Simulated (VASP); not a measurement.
# GaN (Fm-3m) in VASP: single point with PBEsol

Aim: the single point of GaN with PBEsol.

Program: VASP 6.6.1. These are calculated values, not measurements. Logs are shortened: lines on timing, memory, paths and dates and some standing lists are left out, and cuts for length are marked.

### Step 1. The cell of the first run

The structure is cubic, space group Fm-3m (No. 225). Conventional cell: a = 4.270 Å, b = 4.270 Å, c = 4.270 Å, α = 90.00°, β = 90.00°, γ = 90.00°. Ga (site symmetry m-3m) has 6 N at 2.14 Å within 2.8 Å. Within 2.8 Å of N (site symmetry m-3m) lie 6 Ga at 2.14 Å.

### Step 2. Single point, PBEsol

File INCAR:

```
SYSTEM = GaN
ALGO     = Normal         ! electronic algorithm
EDIFF    = 1E-6           ! SCF threshold, eV
ENCUT    = 520            ! plane-wave cutoff, eV
GGA      = PS             ! functional
ISIF     = 2              ! what is computed and relaxed
ISMEAR   = 0              ! smearing method
LASPH    = .True.         ! aspherical terms in the spheres
LCHARG   = .False.        ! write CHGCAR
LREAL    = .False.        ! projectors in reciprocal space
LWAVE    = .False.        ! write WAVECAR
NBANDS   = 16             ! bands
NELM     = 100            ! most SCF steps
PREC     = Accurate       ! precision mode
SIGMA    = 0.01           ! smearing width, eV
```

File KPOINTS:

```
k-points
0
Gamma
  4 4 4
  0 0 0
```

File POSCAR:

```
GaN
1.0
    3.0196780000      0.0000000000      0.0000000000
    1.5098390000      2.6151178592      0.0000000000
    1.5098390000      0.8717059531      2.4655567625
Ga N
1 1
Direct
    0.0000000000      0.0000000000      0.0000000000
    0.5000000000      0.5000000000      0.5000000000
```

Potentials or basis: VASP PAW PBE potentials, release 64 (Ga_d, N).

Command:

```console
> cat potpaw_PBE.64/Ga_d/POTCAR potpaw_PBE.64/N/POTCAR > POTCAR
> mpirun -np 1 vasp_std > vasp.out
```

OUTCAR:

```text
SYSTEM = GaN
   EDIFF = 1E-6
   ENCUT = 520
   GGA = PS
   ISIF = 2
   ISMEAR = 0
   LASPH = .True.
   LREAL = .False.
   NELM = 100
   PREC = Accurate

 ion  position               nearest neighbor table
   1  0.000  0.000  0.000-   2 2.14   2 2.14   2 2.14   2 2.14   2 2.14   2 2.14
   2  0.500  0.500  0.500-   1 2.14   1 2.14   1 2.14   1 2.14   1 2.14   1 2.14

  LATTYP: Found a face centered cubic cell.
 ALAT       =     4.2704695815

  Lattice vectors:

 A1 = (   3.0196780000,   0.0000000000,   0.0000000000)
 A2 = (   1.5098390000,   2.6151178592,   0.0000000000)
 A3 = (   1.5098390000,   0.8717059531,   2.4655567625)

Analysis of symmetry for initial positions (statically):
=====================================================================
 Subroutine PRICEL returns:
 Original cell was already a primitive cell.

 Routine SETGRP: Setting up the symmetry group for a
 face centered cubic supercell.

 Subroutine GETGRP returns: Found 48 space group operations
 (whereof 48 operations were pure point group operations)
 out of a pool of 48 trial point group operations.

The static configuration has the point symmetry O_h .

Analysis of symmetry for dynamics (positions and initial velocities):
=====================================================================
 Subroutine PRICEL returns:
 Original cell was already a primitive cell.

 Routine SETGRP: Setting up the symmetry group for a
 face centered cubic supercell.

 Subroutine GETGRP returns: Found 48 space group operations
 (whereof 48 operations were pure point group operations)
 out of a pool of 48 trial point group operations.

The dynamic configuration has the point symmetry O_h .

 Subroutine INISYM returns: Found 48 space group operations
 (whereof 48 operations are pure point group operations),
 and found     1 'primitive' translations

----------------------------------------------------------------------------------------

                                     Primitive cell

  volume of cell :      19.4700

  direct lattice vectors                    reciprocal lattice vectors
     3.019678000  0.000000000  0.000000000     0.331161137 -0.191195972 -0.135195968
     1.509839000  2.615117859  0.000000000     0.000000000  0.382391943 -0.135195968
     1.509839000  0.871705953  2.465556762     0.000000000  0.000000000  0.405587904

  length of vectors
     3.019678000  3.019678000  3.019678000     0.405587904  0.405587904  0.405587904

  position of ions in fractional coordinates (direct lattice)
     0.000000000  0.000000000  0.000000000
     0.500000000  0.500000000  0.500000000

  ion indices of the primitive-cell ions
   primitive index   ion index
                 1           1
                 2           2

----------------------------------------------------------------------------------------

 KPOINTS: k-points

Automatic generation of k-mesh.
 Grid dimensions read from file:
 generate k-points for:    4    4    4

 Generating k-lattice:

  Cartesian coordinates                     Fractional coordinates (reciprocal lattice)
     0.082790284 -0.047798993 -0.033798992     0.250000000  0.000000000  0.000000000
     0.000000000  0.095597986 -0.033798992     0.000000000  0.250000000  0.000000000
     0.000000000  0.000000000  0.101396976     0.000000000  0.000000000  0.250000000

  Length of vectors
     0.101396976  0.101396976  0.101396976

  Shift w.r.t. Gamma in fractional coordinates (k-lattice)
     0.000000000  0.000000000  0.000000000

 Subroutine IBZKPT returns following result:
 ===========================================

 Found      8 irreducible k-points:

 Following reciprocal coordinates:
            Coordinates               Weight
  0.000000  0.000000  0.000000      1.000000
  0.250000  0.000000  0.000000      8.000000
  0.500000  0.000000  0.000000      4.000000
  0.250000  0.250000  0.000000      6.000000
  0.500000  0.250000  0.000000     24.000000
 -0.250000  0.250000 -0.000000     12.000000
  0.500000  0.500000  0.000000      3.000000
 -0.250000  0.500000  0.250000      6.000000
   k-points           NKPTS =      8   k-points in BZ     NKDIM =      8   number of bands    NBANDS=     16
   number of dos      NEDOS =    301   number of ions     NIONS =      2
   total plane-waves  NPLWV =  13824
   dimension x,y,z NGX =    24 NGY =   24 NGZ =   24
   dimension x,y,z NGXF=    48 NGYF=   48 NGZF=   48
   ions per type =               1   1
   NGX,Y,Z   is equivalent  to a cutoff of  13.21, 13.21, 13.21 a.u.
   NGXF,Y,Z  is equivalent  to a cutoff of  26.43, 26.43, 26.43 a.u.
 SYSTEM =  GaN
   PREC   = accura    normal or accurate (medium, high low for compatibility)
   ISTART =      0    job   : 0-new  1-cont  2-samecut
   ICHARG =      2    charge: 1-file 2-atom 10-const
   ISPIN  =      1    spin polarized calculation?
   LNONCOLLINEAR =      F non collinear calculations
   LSORBIT =      F    spin-orbit coupling
   LASPH  =      T    aspherical Exc in radial PAW
   ENCUT  =  520.0 eV  38.22 Ry    6.18 a.u.   5.61  5.61  5.61*2*pi/ulx,y,z
   NELM   =    100;   NELMIN=  2; NELMDL= -5     # of ELM steps
   EDIFF  = 0.1E-05   stopping-criterion for ELM
   LREAL  =      F    real-space projection
   EDIFFG = 0.1E-04   stopping-criterion for IOM
   NSW    =      0    number of steps for IOM
   IBRION =     -1    ionic relax: 0-MD 1-quasi-New 2-CG
   NFREE  =      0    steps in history (QN), initial steepest desc. (CG)
   ISIF   =      2    stress and relaxation
   ISYM   =      2    0-nonsym 1-usesym 2-fastsym
   POTIM  = 0.5000    time-step for ionic-motion
   TEBEG  =    0.0;   TEEND  =   0.0 temperature during run
   PSTRESS=    0.0 pullay stress
   NELECT =      18.0000    total number of electrons
   NUPDOWN=      -1.0000    fix difference up-down
   EMIN   =  10.00;   EMAX   =-10.00  energy-range for DOS
   EFERMI =   0.00;   METHOD = LEGACY
   ISMEAR =     0;   SIGMA  =   0.01  broadening in eV -4-tet -1-fermi 0-gaus
   EFERMI_NEDOS =   21; number of points for ismear=-14 and -15
   IALGO  =     38    algorithm
   IMIX   =      4    mixing-type and parameters
     AMIX     =   0.40;   BMIX     =  1.00
     AMIX_MAG =   1.60;   BMIX_MAG =  1.00
  volume/ion in A,a.u.               =       9.74        65.70
  Fermi-wavevector in a.u.,A,eV,Ry     =   1.594814  3.013761 34.605488  2.543432
  Thomas-Fermi vector in A             =   2.692830
   LORBIT       =      0    0 simple, 1 ext, 2 COOP (PROOUT), +10 PAW based schemes
   GGA     = PS    functional components
   LHFCALC =     F    Hartree Fock is set to
   AEXX    =    0.0000 exact exchange contribution
   IVDW    =     0    specifies the selected vdW correction
   LEPSILON=     F    determine dielectric tensor
   LRPA    =     F    only Hartree local field effects (RPA)
 non-spin polarized calculation
 Gauss-broadening in eV      SIGMA  =   0.01
  energy-cutoff  :      520.00
  volume of cell :       19.47
 maximum number of plane-waves:       544
 NGX is ok and might be reduce to    24
   NGX = 11   NGY = 11   NGZ = 11

 number of electron      18.0000005 magnetization

 Free energy of the ion-electron system (eV)
  ---------------------------------------------------
  ext. energy  EPLUGINS =         0.00000000
  ---------------------------------------------------
  free energy    TOTEN  =       -12.09763988 eV

  energy without entropy =      -12.09763988  energy(sigma->0) =      -12.09763988

 E-fermi :   7.4732     XC(G=0): -13.0941

 val. band max:        7.3092849544   @ k =   0.5000   0.0000   0.0000
 cond. band min:       7.7091946905   @ k =   0.5000   0.5000   0.0000
 fundamental gap:      0.3999097360
 Fermi energy:         7.4731860574

 k-point     1 :       0.0000    0.0000    0.0000
  band No.  band energies     occupation
      1      -9.5648      2.00000
      2      -6.6027      2.00000
      3      -6.6027      2.00000
      4      -6.6027      2.00000
      5      -6.5119      2.00000
      6      -6.5119      2.00000
      7       6.9970      2.00000
      8       6.9970      2.00000
      9       6.9970      2.00000
     10       9.3286      0.00000
     11      21.8187      0.00000
     12      21.8187      0.00000
     13      21.8187      0.00000
     14      22.6607      0.00000
     15      22.6607      0.00000
     16      22.6607      0.00000

 k-point     2 :       0.2500    0.0000    0.0000
  band No.  band energies     occupation
      1      -8.4287      2.00000
      2      -6.6404      2.00000
      3      -6.6404      2.00000
      4      -6.6353      2.00000
      5      -6.4839      2.00000
      6      -6.4839      2.00000
      7       2.6917      2.00000
      8       7.1192      2.00000
      9       7.1192      2.00000
     10      12.0007      0.00000
     11      16.7527      0.00000
     12      18.3342      0.00000
     13      18.3342      0.00000
     14      22.4106      0.00000
     15      24.8633      0.00000
     16      24.8633      0.00000

 k-point     3 :       0.5000    0.0000    0.0000
  band No.  band energies     occupation
      1      -6.7844      2.00000
      2      -6.7411      2.00000
      3      -6.7411      2.00000
      4      -6.4808      2.00000
      5      -6.3897      2.00000
      6      -6.3897      2.00000
      7      -0.7456      2.00000
      8       7.3093      2.00000
      9       7.3093      2.00000
     10      11.8850      0.00000
     11      16.1847      0.00000
     12      16.1847      0.00000
     13      16.4366      0.00000
     14      23.3032      0.00000
     15      29.9693      0.00000
     16      29.9693      0.00000

 k-point     4 :       0.2500    0.2500    0.0000
  band No.  band energies     occupation
      1      -8.3678      2.00000
      2      -6.6870      2.00000
      3      -6.4866      2.00000
      4      -6.4866      2.00000
      5      -6.4602      2.00000
      6      -6.3640      2.00000
      7       3.6765      2.00000
      8       5.7074      2.00000
      9       5.7074      2.00000
     10      11.7394      0.00000
     11      16.1777      0.00000
     12      16.8321      0.00000
     13      20.3775      0.00000
     14      20.3775      0.00000
     15      30.1065      0.00000
     16      30.2584      0.00000

 k-point     5 :       0.5000    0.2500    0.0000
  band No.  band energies     occupation
      1      -7.7626      2.00000
      2      -6.6944      2.00000
      3      -6.5756      2.00000
      4      -6.4993      2.00000
      5      -6.3717      2.00000
      6      -4.8878      2.00000
      7       0.6503      2.00000
      8       4.1097      2.00000
      9       5.6958      2.00000
     10      11.1041      0.00000
     11      15.5869      0.00000
     12      17.8199      0.00000
     13      18.9775      0.00000
     14      22.4129      0.00000
     15      30.1824      0.00000
     16      30.9005      0.00000

 k-point     6 :      -0.2500    0.2500   -0.0000
  band No.  band energies     occupation
      1      -7.5712      2.00000
      2      -6.6644      2.00000
      3      -6.6541      2.00000
      4      -6.6144      2.00000
      5      -6.4614      2.00000
      6      -5.7005      2.00000
      7       1.3693      2.00000
      8       3.7577      2.00000
      9       7.1090      2.00000
     10      13.4867      0.00000
     11      14.6908      0.00000
     12      17.1351      0.00000
     13      17.3810      0.00000
     14      25.3785      0.00000
     15      27.1578      0.00000
     16      27.4242      0.00000

 k-point     7 :       0.5000    0.5000    0.0000
  band No.  band energies     occupation
      1      -8.1624      2.00000
      2      -6.7722      2.00000
      3      -6.4086      2.00000
      4      -6.3399      2.00000
      5      -6.3399      2.00000
      6      -3.5528      2.00000
      7       0.4648      2.00000
      8       4.4927      2.00000
      9       4.4927      2.00000
     10       7.7092      0.00000
     11      15.0375      0.00000
     12      19.0180      0.00000
     13      21.4515      0.00000
     14      21.4515      0.00000
     15      34.1014      0.00000
     16      34.8532      0.00000

 k-point     8 :      -0.2500    0.5000    0.2500
  band No.  band energies     occupation
      1      -7.8491      2.00000
      2      -6.5943      2.00000
      3      -6.5943      2.00000
      4      -6.5767      2.00000
      5      -6.3399      2.00000
      6      -3.7612      2.00000
      7       2.2071      2.00000
      8       2.2071      2.00000
      9       2.8114      2.00000
     10      12.2809      0.00000
     11      16.9055      0.00000
     12      17.4967      0.00000
     13      17.4967      0.00000
     14      25.5119      0.00000
     15      25.5119      0.00000
     16      34.4060      0.00000

------------------------ aborting loop because EDIFF is reached ----------------------------------------

  FORCE on cell =-STRESS in cart. coord.  units (eV):
  Direction    XX          YY          ZZ          XY          YZ          ZX
  --------------------------------------------------------------------------------------
  -------------------------------------------------------------------------------------
  Total       -0.9859480     -0.9859480     -0.9859480     -0.0000000     -0.0000000     -0.0000000
  in kB      -81.1330288    -81.1330288    -81.1330288     -0.0000000     -0.0000000     -0.0000000
  external PRESSURE =     -81.1330288 kB  Pullay stress =       0.0000000 kB

 VOLUME and BASIS-vectors are now :
 -----------------------------------------------------------------------------
  energy-cutoff  :      520.00
  volume of cell :       19.47
      direct lattice vectors                 reciprocal lattice vectors
     3.019678000  0.000000000  0.000000000     0.331161137 -0.191195972 -0.135195968
     1.509839000  2.615117859  0.000000000     0.000000000  0.382391943 -0.135195968
     1.509839000  0.871705953  2.465556762     0.000000000  0.000000000  0.405587904

 POSITION                                       TOTAL-FORCE (eV/Angst)
 -----------------------------------------------------------------------------------
      0.00000      0.00000      0.00000        -0.000000     -0.000000      0.000000
      3.01968      1.74341      1.23278         0.000000      0.000000      0.000000
 -----------------------------------------------------------------------------------
    total drift:                               -0.000000      0.000000      0.000000

  FREE ENERGIE OF THE ION-ELECTRON SYSTEM (eV)
  ---------------------------------------------------
  free  energy   TOTEN  =       -12.0976398776 eV

  energy  without entropy=      -12.0976398776  energy(sigma->0) =      -12.09763988
```

Wall time 2.9 s (1 thread of Intel Xeon 6975P-C (Granite Rapids), shared host); peak memory 0.13 GiB.

Results:

| Quantity | Value |
| --- | --- |
| Free energy | -12.0976 eV |
| Pressure | -8.1 GPa |
| Band gap on the k mesh | 0.40 eV, indirect (least direct gap 2.33 eV) |

Levels at points of the mesh, in eV from the valence-band top:
| k point | band 7 | band 8 | band 9 | band 10 | band 11 | band 12 |
| --- | --- | --- | --- | --- | --- | --- |
| (0.00, 0.00, 0.00) | -0.31 | -0.31 | -0.31 | 2.02 | 14.51 | 14.51 |
| (0.50, 0.00, 0.00) | -8.05 | 0.00 | 0.00 | 4.58 | 8.88 | 8.88 |
| (0.50, 0.50, 0.00) | -6.84 | -2.82 | -2.82 | 0.40 | 7.73 | 11.71 |

Caveat: the k points lie up to 0.64 Å⁻¹ apart; the PAW data sets were made with another functional, which shifts forces and pressure a little. A k mesh can miss the band edges.
